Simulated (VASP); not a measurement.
A run of VASP 6.6.1:

File INCAR:

```
SYSTEM = CuSi16
ALGO     = Normal         ! electronic algorithm
EDIFF    = 1E-6           ! SCF threshold, eV
ENCUT    = 520            ! plane-wave cutoff, eV
GGA      = PS             ! functional
ISIF     = 2              ! what is computed and relaxed
ISMEAR   = 0              ! smearing method
LASPH    = .TRUE.         ! aspherical terms in the spheres
LCHARG   = .TRUE.         ! write CHGCAR
LELF     = .TRUE.         ! ELF
LREAL    = Auto         
LVHAR    = .TRUE.       
LWAVE    = .FALSE.        ! write WAVECAR
NBANDS   = 52             ! bands
NELECT   = 74.0         
NELM     = 100            ! most SCF steps
PREC     = Accurate       ! precision mode
SIGMA    = 0.02           ! smearing width, eV
```

File KPOINTS:

```
k-points
0
G
  2 2 2
  0 0 0
```

File POSCAR:

```
CuSi16
1.0
    0.0000000000      5.4300000000      5.4300000000
    5.4300000000      0.0000000000      5.4300000000
    5.4300000000      5.4300000000      0.0000000000
Si Cu
16 1
Direct
   -0.0311826888      0.0045976059      0.0239473297
    0.1229476980      0.1246869245      0.1182589319
   -0.0003851750     -0.0038514733      0.5059450276
    0.1139558932      0.1169424494      0.6521185083
    0.0016443831      0.5043373849     -0.0096674033
    0.1219785451      0.6360790976      0.1177586556
   -0.0010115101      0.4987512891      0.5058337937
    0.1369593923      0.6237413444      0.6151266114
    0.4972919890     -0.0018177716     -0.0064546041
    0.5977162063      0.1360585635      0.1296930018
    0.4892613260      0.0001548803      0.5095876611
    0.6270405157      0.1260359116      0.6187966851
    0.4964908840      0.5108164825     -0.0064684162
    0.6285513812      0.6252156538      0.1200163904
    0.5081896869      0.4983099448      0.4939233886
    0.6265408840      0.6272793738      0.6187990792
    1.1921415285      0.2640864641      0.2820326888
```

Potentials or basis: VASP PAW PBE potentials, release 64 (Si, Cu).

Launch:

```sh
$ cat potpaw_PBE.64/Si/POTCAR potpaw_PBE.64/Cu/POTCAR > POTCAR
$ mpirun -np 1 vasp_std > vasp.out
```

Hardware: 1 thread of Intel(R) Xeon(R) 6975P-C (Granite Rapids) (shared host).

Problem. How long does it take, and how much memory?

Solution. Wall time 2.8 min on 1 thread of Intel(R) Xeon(R) 6975P-C (Granite Rapids), with other jobs on the host, peak memory 0.49 GiB. Counts: scf iterations 20, k points 8.
